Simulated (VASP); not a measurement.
Set up this calculation in VASP 6.6.1, as the native input.

* Task: single point
* Functional: PBE
* Potentials or basis: VASP PAW PBE potentials, release 64 (Hf_pv, B)
* Cutoff: 500 eV
* k mesh: 6 × 4 × 4
* Occupations: gaussian, width 0.1 eV
* Spin: no spin polarisation
* Dipole correction: no
* Further INCAR settings: ALGO = Normal; EDIFF = 1e-06; NBANDS = 25

The structure of HfB2 lies in POSCAR:

```
HfB2
1.0
    3.1119165861      0.0000000000      0.0000000000
    0.0000000000      4.8621253020      0.0000000000
    0.0000000000      0.0000000000      4.8594222008
Hf B
2 4
Direct
    0.0000000000      0.0000000000      0.2222204837
    0.5000000000      0.5000000000      0.7222204837
    0.2499897224      0.5000069036      0.2222230915
    0.7500102776      0.4999930964      0.2222230915
    0.7499897224     -0.0000069036      0.7222230915
    0.2500102776      1.0000069036      0.7222230915
```

The cell was built from a structure type or drawn by symmetry, and may not be a known phase.

These files were run (other wordings do the same):

INCAR

```
PREC = Accurate
ENCUT = 500
EDIFF = 1E-6
ISMEAR = 0
SIGMA = 0.1
LREAL = F
LASPH = T
NELM = 120
ALGO = Normal
ISIF = 2
LWAVE = F
LCHARG = T
GGA = PE
LELF = T
LVHAR = T
NBANDS = 25
GGA_COMPAT = F
```

KPOINTS

```
Automatic mesh
0
Gamma
  6 4 4
```

Potentials or basis: VASP PAW PBE potentials, release 64 (Hf_pv, B).

Command:

```bash
$ cat potpaw_PBE.64/Hf_pv/POTCAR potpaw_PBE.64/B/POTCAR > POTCAR
$ mpirun -np 1 vasp_std > vasp.out
```

It gave:

```
Pressure               : -0.3 GPa
Band gap on the k mesh : zero (bands 16 and 17 overlap by 2.01 eV)
```

Caveat: spin-orbit coupling is left out, which moves the levels of the heavy elements.

It took 45 s on 1 thread of AMD EPYC 7R13 Processor (Zen 3) (shared host), peak memory 0.18 GiB.
